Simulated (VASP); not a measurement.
Set up this calculation in VASP 6.6.1, as the native input.

```yaml
Task: single point
Functional: PBE
Potentials_or_basis: VASP PAW PBE potentials, release 64 (Sn_d, Se, S)
Cutoff: 520 eV
k_mesh: 4 × 4 × 4
Occupations: gaussian, width 0.1 eV
Spin: no spin polarisation
Dipole_correction: no
Further_INCAR_settings: ALGO = Normal; EDIFF = 1e-06; NBANDS = 50
```

The structure of Sn4SeS3 lies in POSCAR:

```
Sn4SeS3
1.0
    4.1732780000     -5.9036930000      0.0000000000
    4.1732780000      5.9036930000      0.0000000000
    0.0000000000      0.0000000000      4.1755660000
Sn Se S
4 1 3
Direct
    0.2532240000      0.7467760000      0.0000000000
    0.7467760000      0.2532240000      0.0000000000
    0.2566860000      0.2566860000      0.5000000000
    0.7433140000      0.7433140000      0.5000000000
    0.0000000000      0.0000000000      0.0000000000
    0.5000000000      0.5000000000      0.0000000000
    0.0000000000      0.5000000000      0.5000000000
    0.5000000000      0.0000000000      0.5000000000
```

One way to write it, as run:

INCAR

```
SYSTEM = Sn4SeS3
PREC = Accurate
ENCUT = 520
EDIFF = 1E-6
ISMEAR = 0
SIGMA = 0.1
LREAL = .False.
LASPH = .True.
NELM = 60
ALGO = Normal
ISIF = 2
LWAVE = .False.
LCHARG = .False.
GGA = PE
NBANDS = 50
```

KPOINTS

```
regular mesh
0
Gamma
  4 4 4
  0 0 0
```

Potentials or basis: VASP PAW PBE potentials, release 64 (Sn_d, Se, S).

Run with:

```sh
$ cat potpaw_PBE.64/Sn_d/POTCAR potpaw_PBE.64/Se/POTCAR potpaw_PBE.64/S/POTCAR > POTCAR
$ mpirun -np 1 vasp_std > vasp.out
```

Results of the run:

```
Pressure               : -0.4 GPa
Band gap on the k mesh : 0.43 eV
```

Caveat: spin-orbit coupling is left out, which moves the levels of the heavy elements.

Wall time 7.5 min on 1 thread of Intel Xeon 8259CL, with other jobs on the host, peak memory 0.4 GiB.
